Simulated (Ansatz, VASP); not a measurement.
# SnO2: VASP beside Ansatz

Contents of INCAR:

```
ALGO = Normal ; EDIFF = 1E-6
EDIFFG = -0.005 ; ENCUT = 600
GGA = PE ; IBRION = 2
ISIF = 3 ; ISMEAR = 0
LASPH = True ; LCHARG = False
LREAL = False ; LWAVE = False
NELM = 80 ; NSW = 100
PREC = Accurate ; SIGMA = 0.02
```

KPOINTS

```
k-points
0
Gamma
  6 6 8
```

Contents of POSCAR:

```
SnO2
1.0
    4.8255985781      0.0000000000      0.0000000000
    0.0000000000      4.8255985781      0.0000000000
    0.0000000000      0.0000000000      3.2373309933
Sn O
2 4
Direct
    0.0000000000      0.0000000000      0.0000000000
    0.5000000000      0.5000000000      0.5000000000
    0.3067461617      0.3067461617      0.0000000000
    0.1932538383      0.8067461617      0.5000000000
    0.6932538383      0.6932538383      0.0000000000
    0.8067461617      0.1932538383      0.5000000000
```

Input for Ansatz:

```yaml
crystal:
  lattice:
    - [4.8255985782, 0.0, 0.0]
    - [0.0, 4.8255985782, 0.0]
    - [0.0, 0.0, 3.2373310325]
  atoms:
    - { symbol: Sn, position: [0.0, 0.0, 0.0] }
    - { symbol: Sn, position: [0.5, 0.5, 0.5] }
    - { symbol: O, position: [0.3067461645, 0.3067461645, 0.0] }
    - { symbol: O, position: [0.1932538355, 0.8067461645, 0.5] }
    - { symbol: O, position: [0.6932538355, 0.6932538355, 0.0] }
    - { symbol: O, position: [0.8067461645, 0.1932538355, 0.5] }
basis:
  ecutwfc: 420
kpoints:
  mp_grid: { grid: [6, 6, 8] }
hamiltonian:
  xc: pbe
scf:
  occupations: { method: gaussian, width: 0.02 }
output:
  forces: true
  stress: true
  eigenvalues: true
relax:
  adjacent_minimum: "off"
  f_tol: 0.005
  max_steps: 80
  cell: { stress_tol: 0.05 }
```

Alike in both runs: task relaxation of cell and atoms; functional PBE; k mesh 6 × 6 × 8; occupations gaussian, width 0.02 eV; no spin polarisation.

```csv
,VASP,Ansatz
version,VASP 6.6.1,Ansatz 0.2.0
potentials or method,"VASP PAW PBE potentials, release 64 (Sn_d, O), cutoff 600 eV","scalar-relativistic, plane waves, PAW"
valence electrons in the cell,52,52
```

|  | VASP | Ansatz | Ansatz less VASP |
| --- | --- | --- | --- |
| gap on the k mesh at the Fermi level, each at its own relaxed structure (eV) | 0.64 | 0.68 | +0.039 |
| relaxed volume (Å³/atom) | 12.60 | 12.58 | -0.027 |
| relaxed cell length with the largest relative difference (Å) | 3.242 | 3.238 | -0.0041 |
